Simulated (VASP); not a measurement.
# Pt in VASP: a series of runs, part 2 of 2

VASP 6.6.1. Earlier steps stand in the parts before.

### 3 Single point, PBEsol (strain +0.030 along x and y, +0.030 along z)

The input, INCAR:

```
ALGO     = Normal         # electronic algorithm
EDIFF    = 1E-6           # SCF threshold, eV
ENCUT    = 520            # plane-wave cutoff, eV
GGA      = PS             # functional
ISIF     = 2              # what is computed and relaxed
ISMEAR   = 0              # smearing method
LASPH    = T              # aspherical terms in the spheres
LCHARG   = T              # write CHGCAR
LELF     = T              # ELF
LREAL    = F              # projectors in reciprocal space
LVHAR    = T            
LWAVE    = F              # write WAVECAR
NBANDS   = 11             # bands
NELM     = 60             # most SCF steps
PREC     = Accurate       # precision mode
SIGMA    = 0.15           # smearing width, eV
```

The input, KPOINTS:

```
k-points
0
Gamma
  26 26 26
```

The input, POSCAR:

```
Pt
1.0
   -1.6072847192      1.6072847192      1.6072847192
    1.6072847192     -1.6072847192      1.6072847192
    1.6072847192      1.6072847192     -1.6072847192
Pt
1
Direct
    0.0000000000      0.0000000000      0.0000000000
```

Potentials or basis: VASP PAW PBE potentials, release 64 (Pt).

Command:

```bash
$ cat potpaw_PBE.64/Pt/POTCAR > POTCAR
$ mpirun -np 1 vasp_std > vasp.out
```

OUTCAR:

```text
EDIFF = 1E-6
   ENCUT = 520
   GGA = PS
   ISIF = 2
   ISMEAR = 0
   LASPH = T
   LREAL = F
   NELM = 60
   PREC = Accurate

 ion  position               nearest neighbor table
   1  0.000  0.000  0.000-

  LATTYP: Found a body centered cubic cell.
 ALAT       =     3.2145694384

  Lattice vectors:

 A1 = (  -1.6072847192,   1.6072847192,   1.6072847192)
 A2 = (   1.6072847192,  -1.6072847192,   1.6072847192)
 A3 = (   1.6072847192,   1.6072847192,  -1.6072847192)

Analysis of symmetry for initial positions (statically):
=====================================================================
 Subroutine PRICEL returns:
 Original cell was already a primitive cell.

 Routine SETGRP: Setting up the symmetry group for a
 body centered cubic supercell.

 Subroutine GETGRP returns: Found 48 space group operations
 (whereof 48 operations were pure point group operations)
 out of a pool of 48 trial point group operations.

The static configuration has the point symmetry O_h .

Analysis of symmetry for dynamics (positions and initial velocities):
=====================================================================
 Subroutine PRICEL returns:
 Original cell was already a primitive cell.

 Routine SETGRP: Setting up the symmetry group for a
 body centered cubic supercell.

 Subroutine GETGRP returns: Found 48 space group operations
 (whereof 48 operations were pure point group operations)
 out of a pool of 48 trial point group operations.

The dynamic configuration has the point symmetry O_h .

 Subroutine INISYM returns: Found 48 space group operations
 (whereof 48 operations are pure point group operations),
 and found     1 'primitive' translations

----------------------------------------------------------------------------------------

                                     Primitive cell

  volume of cell :      16.6088

  direct lattice vectors                    reciprocal lattice vectors
    -1.607284719  1.607284719  1.607284719     0.000000000  0.311083652  0.311083652
     1.607284719 -1.607284719  1.607284719     0.311083652  0.000000000  0.311083652
     1.607284719  1.607284719 -1.607284719     0.311083652  0.311083652  0.000000000

  length of vectors
     2.783898796  2.783898796  2.783898796     0.439938719  0.439938719  0.439938719

  position of ions in fractional coordinates (direct lattice)
     0.000000000  0.000000000  0.000000000

  ion indices of the primitive-cell ions
   primitive index   ion index
                 1           1

----------------------------------------------------------------------------------------

 KPOINTS: k-points

Automatic generation of k-mesh.
 Grid dimensions read from file:
 generate k-points for:   26   26   26

 Generating k-lattice:

  Cartesian coordinates                     Fractional coordinates (reciprocal lattice)
     0.000000000  0.011964756  0.011964756     0.038461538  0.000000000  0.000000000
     0.011964756  0.000000000  0.011964756     0.000000000  0.038461538  0.000000000
     0.011964756  0.011964756  0.000000000     0.000000000  0.000000000  0.038461538

  Length of vectors
     0.016920720  0.016920720  0.016920720

  Shift w.r.t. Gamma in fractional coordinates (k-lattice)
     0.000000000  0.000000000  0.000000000

 Subroutine IBZKPT returns following result:
 ===========================================

 Found    511 irreducible k-points:

 Following reciprocal coordinates:
            Coordinates               Weight
  0.000000  0.000000  0.000000      1.000000
  0.038462  0.000000  0.000000     12.000000
  0.076923  0.000000  0.000000     12.000000
  0.115385  0.000000  0.000000     12.000000
  0.153846  0.000000  0.000000     12.000000
  0.192308  0.000000  0.000000     12.000000
[... 16 lines left out ...]
  0.346154  0.038462  0.000000     48.000000
  0.384615  0.038462  0.000000     48.000000
 [... further k-points ...]
   k-points           NKPTS =    511   k-points in BZ     NKDIM =    511   number of bands    NBANDS=     11
   number of dos      NEDOS =    301   number of ions     NIONS =      1
   total plane-waves  NPLWV =  13824
   dimension x,y,z NGX =    24 NGY =   24 NGZ =   24
   dimension x,y,z NGXF=    48 NGYF=   48 NGZF=   48
   ions per type =               1
   NGX,Y,Z   is equivalent  to a cutoff of  14.33, 14.33, 14.33 a.u.
   NGXF,Y,Z  is equivalent  to a cutoff of  28.66, 28.66, 28.66 a.u.
 SYSTEM =  unknown system
   PREC   = accura    normal or accurate (medium, high low for compatibility)
   ISTART =      0    job   : 0-new  1-cont  2-samecut
   ICHARG =      2    charge: 1-file 2-atom 10-const
   ISPIN  =      1    spin polarized calculation?
   LNONCOLLINEAR =      F non collinear calculations
   LSORBIT =      F    spin-orbit coupling
   LASPH  =      T    aspherical Exc in radial PAW
   ENCUT  =  520.0 eV  38.22 Ry    6.18 a.u.   5.18  5.18  5.18*2*pi/ulx,y,z
   NELM   =     60;   NELMIN=  2; NELMDL= -5     # of ELM steps
   EDIFF  = 0.1E-05   stopping-criterion for ELM
   LREAL  =      F    real-space projection
   EDIFFG = 0.1E-04   stopping-criterion for IOM
   NSW    =      0    number of steps for IOM
   IBRION =     -1    ionic relax: 0-MD 1-quasi-New 2-CG
   NFREE  =      0    steps in history (QN), initial steepest desc. (CG)
   ISIF   =      2    stress and relaxation
   ISYM   =      2    0-nonsym 1-usesym 2-fastsym
   POTIM  = 0.5000    time-step for ionic-motion
   TEBEG  =    0.0;   TEEND  =   0.0 temperature during run
   PSTRESS=    0.0 pullay stress
   NELECT =      10.0000    total number of electrons
   NUPDOWN=      -1.0000    fix difference up-down
   EMIN   =  10.00;   EMAX   =-10.00  energy-range for DOS
   EFERMI =   0.00;   METHOD = LEGACY
   ISMEAR =     0;   SIGMA  =   0.15  broadening in eV -4-tet -1-fermi 0-gaus
   EFERMI_NEDOS =   21; number of points for ismear=-14 and -15
   IALGO  =     38    algorithm
   IMIX   =      4    mixing-type and parameters
     AMIX     =   0.40;   BMIX     =  1.00
     AMIX_MAG =   1.60;   BMIX_MAG =  1.00
  volume/ion in A,a.u.               =      16.61       112.08
  Fermi-wavevector in a.u.,A,eV,Ry     =   1.382384  2.612327 26.000535  1.910985
  Thomas-Fermi vector in A             =   2.507080
   LORBIT       =      0    0 simple, 1 ext, 2 COOP (PROOUT), +10 PAW based schemes
   GGA     = PS    functional components
   LHFCALC =     F    Hartree Fock is set to
   AEXX    =    0.0000 exact exchange contribution
   IVDW    =     0    specifies the selected vdW correction
   LEPSILON=     F    determine dielectric tensor
   LRPA    =     F    only Hartree local field effects (RPA)
 non-spin polarized calculation
 Gauss-broadening in eV      SIGMA  =   0.15
  energy-cutoff  :      520.00
  volume of cell :       16.61
 maximum number of plane-waves:       466
 NGX is ok and might be reduce to    24
   NGX = 11   NGY = 11   NGZ = 11

 number of electron      10.0000001 magnetization

 Free energy of the ion-electron system (eV)
  ---------------------------------------------------
  ext. energy  EPLUGINS =         0.00000000
  ---------------------------------------------------
  free energy    TOTEN  =        -6.76357916 eV

  energy without entropy =       -6.75242516  energy(sigma->0) =       -6.75800216

 E-fermi :   9.1677     XC(G=0): -13.0557

 val. band max:        9.1673218920   @ k =  -0.3846   0.3846   0.0769
 cond. band min:       9.1727093416   @ k =  -0.4615   0.4615   0.4231
 fundamental gap:      0.0053874496
 Fermi energy:         9.1676666924

 k-point     1 :       0.0000    0.0000    0.0000
  band No.  band energies     occupation
      1       0.0962      2.00000
      2       5.9268      2.00000
      3       5.9268      2.00000
      4       5.9268      2.00000
      5       8.2608      2.00000
      6       8.2608      2.00000
      7      26.2350      0.00000
      8      26.2350      0.00000
      9      26.2350      0.00000
     10      35.6350      0.00000
     11      35.6381      0.00000

 k-point     2 :       0.0385    0.0000    0.0000
  band No.  band energies     occupation
      1       0.1539      2.00000
      2       5.9049      2.00000
      3       5.9273      2.00000
      4       5.9717      2.00000
      5       8.2319      2.00000
      6       8.2622      2.00000
      7      26.2618      0.00000
      8      26.2741      0.00000
      9      26.3176      0.00000
     10      34.2552      0.00000
     11      34.6320      0.00000
[... 295 lines left out ...]
 k-point    24 :       0.3846    0.0385    0.0000
  band No.  band energies     occupation
      1       3.0618      2.00000
      2       4.7243      2.00000
      3       7.6329      2.00000
      4       8.2285      2.00000
      5       8.6145      2.00000
      6       9.7453      0.00000
      7      17.0241      0.00000
      8      22.8330      0.00000
      9      25.3204      0.00000
     10      32.3628      0.00000
     11      32.6886      0.00000

 [... further k-points ...]
[... 5 lines left out ...]
  --------------------------------------------------------------------------------------
  -------------------------------------------------------------------------------------
  Total       -2.0259901     -2.0259901     -2.0259901     -0.0000000     -0.0000000      0.0000000
  in kB     -195.4382036   -195.4382036   -195.4382036     -0.0000000     -0.0000000      0.0000000
  external PRESSURE =    -195.4382036 kB  Pullay stress =       0.0000000 kB

 VOLUME and BASIS-vectors are now :
 -----------------------------------------------------------------------------
  energy-cutoff  :      520.00
  volume of cell :       16.61
      direct lattice vectors                 reciprocal lattice vectors
    -1.607284719  1.607284719  1.607284719     0.000000000  0.311083652  0.311083652
     1.607284719 -1.607284719  1.607284719     0.311083652  0.000000000  0.311083652
     1.607284719  1.607284719 -1.607284719     0.311083652  0.311083652  0.000000000

 POSITION                                       TOTAL-FORCE (eV/Angst)
 -----------------------------------------------------------------------------------
      0.00000      0.00000      0.00000        -0.000000      0.000000      0.000000
 -----------------------------------------------------------------------------------
    total drift:                               -0.000000      0.000000     -0.000000

  FREE ENERGIE OF THE ION-ELECTRON SYSTEM (eV)
  ---------------------------------------------------
  free  energy   TOTEN  =        -6.7635791578 eV

  energy  without entropy=       -6.7524251630  energy(sigma->0) =       -6.75800216
```

Wall time 22 s (1 thread of Intel Xeon 6975P-C (Granite Rapids), shared host); peak memory 0.21 GiB.

Results:

```
Free energy            : -6.7636 eV
Pressure               : -19.5 GPa
Band gap on the k mesh : zero (band 5 reaches 10.08 eV, above the bottom of band 6 at 8.12 eV)
```

Caveat: the cell differs from its parent crystal (strain +0.030 along x and y, +0.030 along z); the PAW data sets were made with another functional, which shifts forces and pressure a little; spin-orbit coupling is left out, which moves the levels of the heavy elements.

### 4 Single point, PBEsol (strain -0.030 along x and y, -0.015 along z)

The input, INCAR:

```
ALGO = Fast ; EDIFF = 1E-6
ENCUT = 520 ; GGA = PS
ISIF = 2 ; ISMEAR = 0
LASPH = T ; LCHARG = T
LELF = T ; LREAL = F
LVHAR = T ; LWAVE = F
NBANDS = 11 ; NELM = 60
PREC = Accurate ; SIGMA = 0.15
```

KPOINTS is that of step 3.

The input, POSCAR:

```
Pt
1.0
   -1.5136564832      1.5136564832      1.5370635422
    1.5136564832     -1.5136564832      1.5370635422
    1.5136564832      1.5136564832     -1.5370635422
Pt
1
Direct
    0.0000000000      0.0000000000      0.0000000000
```

Command:

```bash
$ cat potpaw_PBE.64/Pt/POTCAR > POTCAR
$ mpirun -np 1 vasp_std > vasp.out
```

Run time: 67 s. Hardware: 1 thread of Intel Xeon 6975P-C (Granite Rapids), shared host; peak memory 0.31 GiB.

Results (log left out):

```yaml
Free_energy: -6.7773 eV
Pressure: 25.6 GPa
Band_gap_on_the_k_mesh: zero (band 5 reaches 13.51 eV, above the bottom of band 6 at 10.86 eV)
```

Stress tensor (GPa, compression positive):
```
25.02  0.00  0.00
 0.00 25.02  0.00
 0.00  0.00 26.86
```

Levels at points of the mesh, in eV from the Fermi level:
```tsv
k point	band 3	band 4	band 5	band 6	band 7	band 8
(0.00, 0.00, 0.00)	-4.23	-4.07	-1.31	-1.11	16.77	17.09
(0.50, 0.00, 0.00)	-1.48	-0.79	-0.22	1.30	7.26	13.23
(0.50, 0.50, 0.00)	-1.26	-0.72	-0.11	1.34	7.41	13.08
(0.50, 0.50, 0.50)	0.63	0.68	0.68	7.54	8.02	8.02
```

Caveat: the cell differs from its parent crystal (strain -0.030 along x and y, -0.015 along z); the PAW data sets were made with another functional, which shifts forces and pressure a little; spin-orbit coupling is left out, which moves the levels of the heavy elements.

### 5 Single point, PBEsol (strain -0.030 along x and y, +0.000 along z)

The input, INCAR:

```
PREC = Accurate
ENCUT = 520
EDIFF = 1E-7
ISMEAR = 0
SIGMA = 0.15
LREAL = False
LASPH = True
NELM = 100
ALGO = Fast
ISIF = 2
LWAVE = False
LCHARG = False
GGA = PS
NBANDS = 11
```

The input, KPOINTS:

```
regular mesh
0
Gamma
  26 26 26
```

The input, POSCAR:

```
Pt
1.0
   -1.5136564832      1.5136564832      1.5604706012
    1.5136564832     -1.5136564832      1.5604706012
    1.5136564832      1.5136564832     -1.5604706012
Pt
1
Direct
    0.0000000000      0.0000000000      0.0000000000
```

Command:

```bash
$ cat potpaw_PBE.64/Pt/POTCAR > POTCAR
$ mpirun -np 1 vasp_std > vasp.out
```

Run time: 72 s. Hardware: 1 thread of Intel Xeon 6975P-C (Granite Rapids), shared host; peak memory 0.31 GiB.

It converged, with:

```
Free energy            : -6.8100 eV
Pressure               : 19.7 GPa
Band gap on the k mesh : zero (band 5 reaches 13.18 eV, above the bottom of band 6 at 10.57 eV)
```

Stress tensor (GPa, compression positive):
```
18.54  0.00  0.00
 0.00 18.54  0.00
 0.00  0.00 21.91
```

Levels at points of the mesh, in eV from the Fermi level:
```
           k point  band 1  band 2  band 3  band 4  band 5  band 6  band 7  band 8  band 9  band 10
(0.00, 0.00, 0.00)  -10.66   -4.18   -4.18   -3.88   -1.38   -1.00   16.60   17.21   17.21    28.04
(0.50, 0.00, 0.00)   -7.64   -5.65   -1.55   -0.77   -0.21    1.24    7.06   13.30   16.90    24.18
(0.50, 0.50, 0.00)   -7.61   -5.97   -1.11   -0.65    0.01    1.31    7.35   12.99   16.14    25.07
(0.50, 0.50, 0.50)   -7.17   -7.15    0.57    0.67    0.67    7.19    8.14    8.14   14.17    20.15
```

Caveat: the cell differs from its parent crystal (strain -0.030 along x and y, +0.000 along z); the PAW data sets were made with another functional, which shifts forces and pressure a little; spin-orbit coupling is left out, which moves the levels of the heavy elements.

### 6 Single point, PBEsol (strain -0.015 along x and y, -0.030 along z)

The input, INCAR:

```
ALGO     = Fast           # electronic algorithm
EDIFF    = 1E-7           # SCF threshold, eV
ENCUT    = 520            # plane-wave cutoff, eV
GGA      = PS             # functional
ISIF     = 2              # what is computed and relaxed
ISMEAR   = 0              # smearing method
LASPH    = True           # aspherical terms in the spheres
LCHARG   = False          # write CHGCAR
LREAL    = False          # projectors in reciprocal space
LWAVE    = False          # write WAVECAR
NBANDS   = 11             # bands
NELM     = 80             # most SCF steps
PREC     = Accurate       # precision mode
SIGMA    = 0.15           # smearing width, eV
```

The input, KPOINTS:

```
k-points
0
Gamma
  26 26 26
```

The input, POSCAR:

```
Pt
1.0
   -1.5370635422      1.5370635422      1.5136564832
    1.5370635422     -1.5370635422      1.5136564832
    1.5370635422      1.5370635422     -1.5136564832
Pt
1
Direct
    0.0000000000      0.0000000000      0.0000000000
```

Potentials or basis: VASP PAW PBE potentials, release 64 (Pt).

Command:

```bash
$ cat potpaw_PBE.64/Pt/POTCAR > POTCAR
$ mpirun -np 1 vasp_std > vasp.out
```

Wall time 71 s (1 thread of Intel Xeon 6975P-C (Granite Rapids), shared host); peak memory 0.31 GiB.

The run converged. Its results:

```yaml
Free_energy: -6.8081 eV
Pressure: 19.6 GPa
Band_gap_on_the_k_mesh: zero (band 5 reaches 13.15 eV, above the bottom of band 6 at 10.59 eV)
```

Stress tensor (GPa, compression positive):
```
20.24  0.00  0.00
 0.00 20.24  0.00
 0.00  0.00 18.35
```

Levels at points of the mesh, in eV from the Fermi level:
| k point | band 2 | band 3 | band 4 | band 5 | band 6 | band 7 | band 8 | band 9 |
| --- | --- | --- | --- | --- | --- | --- | --- | --- |
| (0.00, 0.00, 0.00) | -4.18 | -4.03 | -4.03 | -1.28 | -1.07 | 16.90 | 16.90 | 17.22 |
| (0.50, 0.00, 0.00) | -5.81 | -1.31 | -0.72 | -0.09 | 1.28 | 7.21 | 13.15 | 16.52 |
| (0.50, 0.50, 0.00) | -5.64 | -1.50 | -0.81 | -0.20 | 1.25 | 7.06 | 13.30 | 16.91 |
| (0.50, 0.50, 0.50) | -7.15 | 0.62 | 0.62 | 0.68 | 7.66 | 7.66 | 8.15 | 14.21 |

Caveat: the cell differs from its parent crystal (strain -0.015 along x and y, -0.030 along z); the PAW data sets were made with another functional, which shifts forces and pressure a little; spin-orbit coupling is left out, which moves the levels of the heavy elements.

### 7 Summary

```csv
cell,gap on the mesh (eV),pressure (GPa)
"a = 2.743 Å, angles 109.5°, 1 atom",none,-11.2
"a = 2.784 Å, angles 109.5°, 1 atom",none,-19.5
"a = 2.635 Å, angles 109.9, 109.9, 108.6°, 1 atom",none,25.6
"a = 2.649 Å, angles 110.3, 110.3, 107.8°, 1 atom",none,19.7
"a = 2.649 Å, angles 109.1, 109.1, 110.3°, 1 atom",none,19.6
```

Alike in all rows: task single point; level PBEsol; potentials or basis VASP PAW PBE potentials, release 64 (Pt); no spin polarisation; k mesh 26 × 26 × 26; cutoff (eV) 520; smearing gaussian 0.15 eV.

Caveats: the PAW data sets were made with another functional, which shifts forces and pressure a little; spin-orbit coupling is left out, which moves the levels of the heavy elements.

Absolute energies hang on the potentials; compare differences alone.
